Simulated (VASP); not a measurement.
Write the native input for VASP 6.6.1 that does the following.

| Item | Value |
| --- | --- |
| Task | single point |
| Functional | r2SCAN |
| Potentials or basis | VASP PAW PBE potentials, release 64 (Si, O) |
| Cutoff | 520 eV |
| k mesh | 6 × 6 × 4 |
| Occupations | gaussian, width 0.01 eV |
| Spin | no spin polarisation |
| Dipole correction | no |
| Further INCAR settings | ALGO = Normal; EDIFF = 1e-06; NBANDS = 44 |

Crystal: SiO2.

```xyz
12
Lattice="4.9756 0.0000 0.0000 0.0000 4.9756 0.0000 0.0000 0.0000 6.9009" Properties=species:S:1:pos:R:3 pbc="T T T"
Si    3.9966    3.9966    3.4504
Si    3.4668    1.5088    1.7252
Si    1.5088    3.4668    5.1757
Si    0.9790    0.9790    0.0000
O     3.7902    0.5492    2.9815
O     4.4263    1.1854    0.4690
O     0.5492    3.7902    3.9194
O     1.3024    1.9386    5.6446
O     1.1854    4.4263    6.4319
O     3.6732    3.0370    2.1942
O     1.9386    1.3024    1.2562
O     3.0370    3.6732    4.7067
```

These files were run (other wordings do the same):

POSCAR

```
SiO2
1.0
    4.9755888200      0.0000000000      0.0000000000
    0.0000000000      4.9755888200      0.0000000000
    0.0000000000      0.0000000000      6.9008894400
Si O
4 8
Direct
    0.8032465600      0.8032465600      0.5000000000
    0.6967534400      0.3032465600      0.2500000000
    0.3032465600      0.6967534400      0.7500000000
    0.1967534400      0.1967534400      0.0000000000
    0.7617576300      0.1103870700      0.4320415600
    0.8896129300      0.2382423700      0.0679584400
    0.1103870700      0.7617576300      0.5679584400
    0.2617576300      0.3896129300      0.8179584400
    0.2382423700      0.8896129300      0.9320415600
    0.7382423700      0.6103870700      0.3179584400
    0.3896129300      0.2617576300      0.1820415600
    0.6103870700      0.7382423700      0.6820415600
```

INCAR.step1

```
SYSTEM = SiO2
PREC = Accurate
ENCUT = 520
ISMEAR = 0
SIGMA = 0.01
LREAL = .FALSE.
LASPH = .TRUE.
NELM = 80
NBANDS = 44
GGA = PE
ALGO = Normal
EDIFF = 1E-4
LWAVE = .TRUE.
LCHARG = .FALSE.
```

INCAR.step2

```
SYSTEM = SiO2
PREC = Accurate
ENCUT = 520
EDIFF = 1E-6
ISMEAR = 0
SIGMA = 0.01
LREAL = .FALSE.
LASPH = .TRUE.
NELM = 80
ALGO = Normal
ISIF = 2
LWAVE = .FALSE.
LCHARG = .TRUE.
METAGGA = R2SCAN
LMIXTAU = .TRUE.
LELF = .TRUE.
LVHAR = .TRUE.
NBANDS = 44
ISTART = 1
```

KPOINTS

```
regular mesh
0
G
  6 6 4
  0 0 0
```

Potentials or basis: VASP PAW PBE potentials, release 64 (Si, O).

Launch:

```console
$ cat potpaw_PBE.64/Si/POTCAR potpaw_PBE.64/O/POTCAR > POTCAR
$ cp INCAR.step1 INCAR
$ mpirun -np 1 vasp_std > vasp.out
$ cp INCAR.step2 INCAR
$ mpirun -np 1 vasp_std > vasp.out
```

Results of the run:

```
Pressure               : 0.3 GPa
Largest force          : 0.020 eV/Å
Band gap on the k mesh : 6.35 eV, direct
```

Caveat: the PAW data sets were made with another functional, which shifts forces and pressure a little.

It took 7.8 min on 1 thread of AMD EPYC 9R45 96-Core Processor (Zen 5), with other jobs on the host, peak memory 0.36 GiB.
